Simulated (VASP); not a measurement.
A run of VASP 6.6.1:

Contents of INCAR:

```
SYSTEM = SiO2
  PREC = Accurate
  ENCUT = 520
  EDIFF = 1E-8
  ISMEAR = -1
  SIGMA = 0.03
  LREAL = .False.
  LASPH = .True.
  NELM = 80
  ALGO = Normal
  ISIF = 2
  LWAVE = .False.
  LCHARG = .False.
  GGA = PS
  LEFG = .True.
  NBANDS = 25
```

The input KPOINTS:

```
Automatic mesh
0
Gamma
  7 7 7
  0 0 0
```

POSCAR

```
SiO2
1.0
   -2.3819372672      2.3819372672      3.7564386296
    2.3819372672     -2.3819372672      3.7564386296
    2.3819372672      2.3819372672     -3.7564386296
Si O
2 4
Direct
    0.0000000000      0.0000000000      0.0000000000
    0.7500000000      0.2500000000      0.5000000000
    0.9983800000      0.6250000000      0.8733800000
    0.3750000000      0.2483800000      0.3733800000
    0.7516200000      0.1250000000      0.1266200000
    0.8750000000      0.0016200000      0.6266200000
```

Potentials or basis: VASP PAW PBE potentials, release 64 (Si, O).

Command:

```console
$ cat potpaw_PBE.64/Si/POTCAR potpaw_PBE.64/O/POTCAR > POTCAR
$ mpirun -np 1 vasp_std > vasp.out
```

Hardware: 1 thread of Intel Xeon 8259CL, with other jobs on the host.

Question: Estimate the wall time of this run.

Answer: Wall time 4.5 min on 1 thread of Intel Xeon 8259CL (shared host), peak memory 0.26 GiB. Counts: scf iterations 16, k points 40.
